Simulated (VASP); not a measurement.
# LaB6 (Pm-3m) in VASP: a series of runs, part 2 of 2

VASP 6.6.1. The steps go on from the part before.

**3. Relaxation of cell and atoms, LDA**

Input file INCAR:

```
SYSTEM = LaB6
ALGO     = Normal         ! electronic algorithm
EDIFF    = 1E-6           ! SCF threshold, eV
EDIFFG   = -0.005         ! ionic threshold
ENCUT    = 600            ! plane-wave cutoff, eV
GGA      = CA             ! functional
IBRION   = 2              ! ionic algorithm
ISIF     = 3              ! what is computed and relaxed
ISMEAR   = 0              ! smearing method
LASPH    = .TRUE.         ! aspherical terms in the spheres
LCHARG   = .FALSE.        ! write CHGCAR
LREAL    = .FALSE.        ! projectors in reciprocal space
LWAVE    = .FALSE.        ! write WAVECAR
NELM     = 100            ! most SCF steps
NSW      = 100            ! ionic steps
PREC     = Accurate       ! precision mode
SIGMA    = 0.1            ! smearing width, eV
```

Input file KPOINTS:

```
k-points
0
G
  10 10 10
  0 0 0
```

Input file POSCAR:

```
LaB6
1.0
    4.0965448081      0.0000000000      0.0000000000
    0.0000000000      4.0965448081      0.0000000000
    0.0000000000      0.0000000000      4.0965448081
La B
1 6
Direct
    0.0000000000      0.0000000000      0.0000000000
    0.1997682883      0.5000000000      0.5000000000
    0.5000000000      0.1997682883      0.5000000000
    0.8002317117      0.5000000000      0.5000000000
    0.5000000000      0.8002317117      0.5000000000
    0.5000000000      0.5000000000      0.1997682883
    0.5000000000      0.5000000000      0.8002317117
```

Potentials or basis: VASP PAW LDA potentials, release 64 (La, B).

Command:

```sh
> cat potpaw_LDA.64/La/POTCAR potpaw_LDA.64/B/POTCAR > POTCAR
> mpirun -np 1 vasp_std > vasp.out
```

OUTCAR:

```text
SYSTEM = LaB6
   EDIFF = 1E-6
   EDIFFG = -0.005
   ENCUT = 600
   GGA = CA
   IBRION = 2
   ISIF = 3
   ISMEAR = 0
   LASPH = .TRUE.
   LREAL = .FALSE.
   NELM = 100
   NSW = 100
   PREC = Accurate

 ion  position               nearest neighbor table
   1  0.000  0.000  0.000-
   2  0.200  0.500  0.500-   4 1.64   3 1.74   5 1.74   6 1.74   7 1.74
   3  0.500  0.200  0.500-   5 1.64   4 1.74   2 1.74   6 1.74   7 1.74
   4  0.800  0.500  0.500-   2 1.64   3 1.74   5 1.74   6 1.74   7 1.74
   5  0.500  0.800  0.500-   3 1.64   2 1.74   4 1.74   6 1.74   7 1.74
   6  0.500  0.500  0.200-   7 1.64   3 1.74   4 1.74   5 1.74   2 1.74
   7  0.500  0.500  0.800-   6 1.64   3 1.74   4 1.74   5 1.74   2 1.74

  LATTYP: Found a simple cubic cell.
 ALAT       =     4.0965448081

  Lattice vectors:

 A1 = (   4.0965448081,   0.0000000000,   0.0000000000)
 A2 = (   0.0000000000,   4.0965448081,   0.0000000000)
 A3 = (   0.0000000000,   0.0000000000,   4.0965448081)

Analysis of symmetry for initial positions (statically):
=====================================================================
 Subroutine PRICEL returns:
 Original cell was already a primitive cell.
[... 185 lines left out ...]

  FORCE on cell =-STRESS in cart. coord.  units (eV):
  Direction    XX          YY          ZZ          XY          YZ          ZX
  --------------------------------------------------------------------------------------
  -------------------------------------------------------------------------------------
  Total        0.1475858      0.1475858      0.1475858      0.0000000      0.0000000     -0.0000000
  in kB        3.4395540      3.4395540      3.4395540      0.0000000      0.0000000     -0.0000000
  external PRESSURE =       3.4395540 kB  Pullay stress =       0.0000000 kB
[... 69 lines left out ...]
--------------------------------------- Ionic step        3  -------------------------------------------

 number of electron      28.9999999 magnetization

 Free energy of the ion-electron system (eV)
  ---------------------------------------------------
  ext. energy  EPLUGINS =         0.00000000
  ---------------------------------------------------
  free energy    TOTEN  =       -54.39304461 eV

  energy without entropy =      -54.38853392  energy(sigma->0) =      -54.39078927

 E-fermi :   8.8754     XC(G=0): -11.5930

 val. band max:        8.7787932032   @ k =   0.2000   0.2000   0.0000
 cond. band min:       8.9092510410   @ k =   0.4000   0.3000   0.1000
 fundamental gap:      0.1304578378
 Fermi energy:         8.8754062356

 k-point     1 :       0.0000    0.0000    0.0000
  band No.  band energies     occupation
      1     -23.8534      2.00000
      2      -7.6632      2.00000
      3      -7.6632      2.00000
      4      -7.6632      2.00000
      5      -6.7207      2.00000
      6       0.8551      2.00000
[... 481 lines left out ...]
      5      -5.9519      2.00000
      6      -0.9807      2.00000
[... 10 lines left out ...]
     17      10.2978      0.00000
     18      10.7600      0.00000

 [... further k-points ...]
[... 5 lines left out ...]
  --------------------------------------------------------------------------------------
  -------------------------------------------------------------------------------------
  Total        0.0030735      0.0030735      0.0030735      0.0000000      0.0000000     -0.0000000
  in kB        0.0714960      0.0714960      0.0714960      0.0000000      0.0000000     -0.0000000
  external PRESSURE =       0.0714960 kB  Pullay stress =       0.0000000 kB
[... 22 lines left out ...]
  FREE ENERGIE OF THE ION-ELECTRON SYSTEM (eV)
  ---------------------------------------------------
  free  energy   TOTEN  =       -54.3930446105 eV

  energy  without entropy=      -54.3885339209  energy(sigma->0) =      -54.39078927

 reached required accuracy - stopping structural energy minimisation
```

CONTCAR:

```text
LaB6
   1.00000000000000
     4.0990938218728914    0.0000000000000000   -0.0000000000000000
     0.0000000000000000    4.0990938218728914    0.0000000000000000
    -0.0000000000000000    0.0000000000000000    4.0990938218728914
  La              B
     1     6
Direct
     0.0000000000000000    0.0000000000000000    1.0000000000000000
     0.1998516285073325    0.5000000000000000    0.5000000000000000
     0.5000000000000000    0.1998516285073325    0.5000000000000000
     0.8001483714926675    0.5000000000000000    0.5000000000000000
     0.5000000000000000    0.8001483714926675    0.5000000000000000
     0.5000000000000000    0.5000000000000000    0.1998516285073325
     0.5000000000000000    0.5000000000000000    0.8001483714926675

  0.00000000E+00  0.00000000E+00  0.00000000E+00
  0.00000000E+00  0.00000000E+00  0.00000000E+00
  0.00000000E+00  0.00000000E+00  0.00000000E+00
  0.00000000E+00  0.00000000E+00  0.00000000E+00
  0.00000000E+00  0.00000000E+00  0.00000000E+00
  0.00000000E+00  0.00000000E+00  0.00000000E+00
  0.00000000E+00  0.00000000E+00  0.00000000E+00
```

Run time: 85 s. Hardware: 1 thread of AMD EPYC 9R45 (Zen 5), shared host; peak memory 0.22 GiB.

Results:

```yaml
Free_energy: -54.3930 eV
Relaxed_volume: 9.84 Å³/atom
Relaxed_cell: a = 4.099 Å, b = 4.099 Å, c = 4.099 Å, α = 90.00°, β = 90.00°, γ = 90.00°
Space_group_after_relaxing_to_0.05_Å: Pm-3m (No. 221)
Energy_gained_by_relaxing: 0.0 meV/atom
Ionic_steps: 3
Pressure_after_relaxing: 0.0 GPa
Largest_force_after_relaxing: 0.005 eV/Å
```

Forces in eV/Å, atoms in the order of the input:
```
La   0.000  0.000  0.000
B   -0.005  0.000  0.000
B    0.000 -0.005  0.000
B    0.005  0.000  0.000
B    0.000  0.005  0.000
B    0.000  0.000 -0.005
B    0.000  0.000  0.005
```

Step by step:
```tsv
step	energy change (eV)	largest force (eV/Å)	pressure (GPa)	volume (Å³)
1	0.0000	0.0116	0.34	68.75
2	-0.0001	0.0153	-0.20	68.96
3	-0.0002	0.0046	0.01	68.88
```

Final structure:
```xyz
7
Lattice="4.0991 0.0000 0.0000 0.0000 4.0991 0.0000 0.0000 0.0000 4.0991" Properties=species:S:1:pos:R:3 pbc="T T T"
La    0.0000    0.0000    4.0991
B     0.8192    2.0495    2.0495
B     2.0495    0.8192    2.0495
B     3.2799    2.0495    2.0495
B     2.0495    3.2799    2.0495
B     2.0495    2.0495    0.8192
B     2.0495    2.0495    3.2799
```

Caveat: spin-orbit coupling is left out, which moves the levels of the heavy elements.

**4. Single point, LDA**

Input file INCAR:

```
SYSTEM = LaB6
  ALGO = Normal
  EDIFF = 1E-7
  ENCUT = 520
  GGA = CA
  ISIF = 2
  ISMEAR = 0
  LASPH = .True.
  LCHARG = .False.
  LREAL = .False.
  LWAVE = .False.
  NBANDS = 24
  NELM = 100
  PREC = Accurate
  SIGMA = 0.1
```

Input file KPOINTS:

```
k-points
0
Gamma
  6 6 6
  0 0 0
```

POSCAR is that of step 3.

Command:

```sh
> cat potpaw_LDA.64/La/POTCAR potpaw_LDA.64/B/POTCAR > POTCAR
> mpirun -np 1 vasp_std > vasp.out
```

Run time: 18 s. Hardware: 1 thread of AMD EPYC 9R45 (Zen 5), shared host; peak memory 0.14 GiB.

Results (log left out):

```yaml
Free_energy: -54.3853 eV
Pressure: 0.4 GPa
Largest_force: 0.006 eV/Å
```

Forces on the atoms (eV/Å):
```
La   0.000  0.000  0.000
B   -0.006  0.000  0.000
B    0.000 -0.006  0.000
B    0.006  0.000  0.000
B    0.000  0.006  0.000
B    0.000  0.000 -0.006
B    0.000  0.000  0.006
```

Levels at points of the mesh, in eV from the Fermi level:
```csv
k point,band 11,band 12,band 13,band 14,band 15,band 16,band 17,band 18
"(0.00, 0.00, 0.00)",-6.92,-1.90,-1.90,-1.90,0.18,0.18,0.18,1.59
"(0.50, 0.00, 0.00)",-3.50,-3.50,-3.22,-2.60,-1.51,1.47,1.68,1.68
"(0.50, 0.50, 0.00)",-4.58,-4.58,-2.92,-2.92,1.03,1.03,1.98,2.02
"(0.50, 0.50, 0.50)",-4.70,-2.42,-2.42,-2.42,1.48,1.78,1.78,1.78
```

Caveat: spin-orbit coupling is left out, which moves the levels of the heavy elements.

**5. Relaxation of cell and atoms, LDA**

This run uses another cell than the first one, of 10.26 Å³/atom, 1.044 times its volume.

Input file INCAR:

```
  PREC = Accurate
  ENCUT = 600
  EDIFF = 1E-6
  ISMEAR = 0
  SIGMA = 0.1
  LREAL = F
  LASPH = T
  NELM = 100
  ALGO = Normal
  ISIF = 3
  LWAVE = F
  LCHARG = F
  IBRION = 2
  NSW = 100
  EDIFFG = -0.05
```

Input file KPOINTS:

```
Automatic mesh
0
Gamma
  6 6 6
```

Input file POSCAR:

```
LaB6
1.0
    4.1570000000      0.0000000000      0.0000000000
    0.0000000000      4.1570000000      0.0000000000
    0.0000000000      0.0000000000      4.1570000000
La B
1 6
Direct
    0.0000000000      0.0000000000      0.0000000000
    0.1975000000      0.5000000000      0.5000000000
    0.5000000000      0.1975000000      0.5000000000
    0.8025000000      0.5000000000      0.5000000000
    0.5000000000      0.8025000000      0.5000000000
    0.5000000000      0.5000000000      0.1975000000
    0.5000000000      0.5000000000      0.8025000000
```

Command:

```sh
> cat potpaw_LDA.64/La/POTCAR potpaw_LDA.64/B/POTCAR > POTCAR
> mpirun -np 1 vasp_std > vasp.out
```

It took 81 s on 1 thread of AMD EPYC 9R45 (Zen 5), shared host; peak memory 0.17 GiB.

The run converged. Its results:

```yaml
Free_energy: -54.3923 eV
Relaxed_volume: 9.85 Å³/atom
Relaxed_cell: a = 4.100 Å, b = 4.100 Å, c = 4.100 Å, α = 90.00°, β = 90.00°, γ = 90.00°
Space_group_after_relaxing_to_0.05_Å: Pm-3m (No. 221)
Energy_gained_by_relaxing: 13.7 meV/atom
Ionic_steps: 5
Pressure_after_relaxing: -0.1 GPa
Largest_force_after_relaxing: 0.023 eV/Å
```

Forces in eV/Å, atoms in the order of the input:
```
La   0.000  0.000  0.000
B    0.023  0.000  0.000
B    0.000  0.023  0.000
B   -0.023  0.000  0.000
B    0.000 -0.023  0.000
B    0.000  0.000  0.023
B    0.000  0.000 -0.023
```

Step by step:
```tsv
step	energy change (eV)	largest force (eV/Å)	pressure (GPa)	volume (Å³)
1	0.0000	0.7244	-7.85	71.84
2	0.0997	1.9317	8.47	66.74
3	-0.0877	0.2629	-1.86	69.67
4	-0.0905	0.2668	1.35	68.32
5	-0.0961	0.0226	-0.14	68.92
```

Final structure:
```
La B
1.0
     4.09993    0.00000    0.00000
     0.00000    4.09993    0.00000
     0.00000    0.00000    4.09993
La B
1 6
Direct
  0.00000 0.00000 0.00000
  0.19969 0.50000 0.50000
  0.50000 0.19969 0.50000
  0.80031 0.50000 0.50000
  0.50000 0.80031 0.50000
  0.50000 0.50000 0.19969
  0.50000 0.50000 0.80031
```

Levels at points of the mesh, in eV from the Fermi level:
```tsv
k point	band 10	band 11	band 12	band 13	band 14	band 15	band 16	band 17	band 18
(0.00, 0.00, 0.00)	-6.92	-6.92	-1.90	-1.90	-1.90	0.17	0.17	0.17	1.58
(0.50, 0.00, 0.00)	-6.35	-3.49	-3.49	-3.22	-2.60	-1.51	1.47	1.68	1.68
(0.50, 0.50, 0.00)	-6.30	-4.57	-4.57	-2.92	-2.92	1.03	1.03	1.97	2.01
(0.50, 0.50, 0.50)	-4.70	-4.70	-2.42	-2.42	-2.42	1.47	1.77	1.77	1.78
```

Caveat: spin-orbit coupling is left out, which moves the levels of the heavy elements; the relaxation stopped at a loose force limit of 0.05 eV/Å, so its end isn't a converged minimum.

**6. Single point, LDA**

This run uses another cell than the first one, of 10.26 Å³/atom, 1.044 times its volume.

Input file INCAR:

```
PREC     = Accurate       # precision mode
ENCUT    = 520            # plane-wave cutoff, eV
EDIFF    = 1E-6           # SCF threshold, eV
ISMEAR   = 0              # smearing method
SIGMA    = 0.1            # smearing width, eV
LREAL    = F              # projectors in reciprocal space
LASPH    = T              # aspherical terms in the spheres
NELM     = 60             # most SCF steps
ALGO     = Normal         # electronic algorithm
ISIF     = 2              # what is computed and relaxed
LWAVE    = F              # write WAVECAR
LCHARG   = T              # write CHGCAR
GGA      = CA             # functional
LELF     = T              # ELF
LVHAR    = T            
NBANDS   = 24             # bands
```

Input file KPOINTS:

```
Automatic mesh
0
Gamma
  4 4 4
```

POSCAR is that of step 5.

Potentials or basis: VASP PAW LDA potentials, release 64 (La, B).

Command:

```sh
> cat potpaw_LDA.64/La/POTCAR potpaw_LDA.64/B/POTCAR > POTCAR
> mpirun -np 1 vasp_std > vasp.out
```

Run time: 17 s. Hardware: 1 thread of Oxide Virtual Turin-like, shared host; peak memory 0.13 GiB.

The run converged. Its results:

- Free energy: -54.2445 eV
- Pressure: -7.7 GPa
- Largest force: 0.672 eV/Å

Forces in eV/Å, atoms in the order of the input:
```
La   0.000  0.000  0.000
B    0.672  0.000  0.000
B    0.000  0.672  0.000
B   -0.672  0.000  0.000
B    0.000 -0.672  0.000
B    0.000  0.000  0.672
B    0.000  0.000 -0.672
```

Levels at points of the mesh, in eV from the Fermi level:
```
           k point  band 10  band 11  band 12  band 13  band 14  band 15  band 16  band 17  band 18  band 19
(0.00, 0.00, 0.00)    -6.88    -6.88    -1.73    -1.73    -1.73     0.17     0.17     0.17     1.51     1.51
(0.50, 0.00, 0.00)    -6.36    -3.36    -3.36    -3.17    -2.49    -1.34     1.44     1.60     1.60     1.88
(0.50, 0.50, 0.00)    -6.11    -4.37    -4.37    -2.86    -2.86     1.00     1.00     1.90     1.93     1.93
(0.50, 0.50, 0.50)    -4.62    -4.62    -2.35    -2.35    -2.35     1.48     1.71     1.71     1.71     1.73
```

Caveat: the k points lie up to 0.38 Å⁻¹ apart; spin-orbit coupling is left out, which moves the levels of the heavy elements.

**7. The runs side by side**

| task | cell | k mesh | cutoff (eV) | gap on the mesh (eV) | pressure (GPa) | relaxed volume (Å³/atom) | largest force (eV/Å) |
| --- | --- | --- | --- | --- | --- | --- | --- |
| single point | a = 4.098 Å, 7 atoms | 10 × 10 × 10 | 520 | none | 0.1 | - | 0.02 |
| relaxation of cell and atoms | relaxed from a = 4.097 Å, 7 atoms | 10 × 10 × 10 | 600 | none | 0.0 | 9.84 | - |
| single point | a = 4.097 Å, 7 atoms | 6 × 6 × 6 | 520 | none | 0.4 | - | 0.01 |
| relaxation of cell and atoms | relaxed from a = 4.157 Å, 7 atoms | 6 × 6 × 6 | 600 | none | -0.1 | 9.85 | 0.02 |
| single point | a = 4.157 Å, 7 atoms | 4 × 4 × 4 | 520 | none | -7.7 | - | 0.67 |

Alike in all rows: level LDA; potentials or basis VASP PAW LDA potentials, release 64 (La, B); no spin polarisation; smearing gaussian 0.1 eV.

Caveats: some runs use coarse meshes; spin-orbit coupling is left out, which moves the levels of the heavy elements; the relaxation stopped at a loose force limit of 0.05 eV/Å, so its end isn't a converged minimum (some runs).

Absolute energies hang on the potentials; compare differences alone.
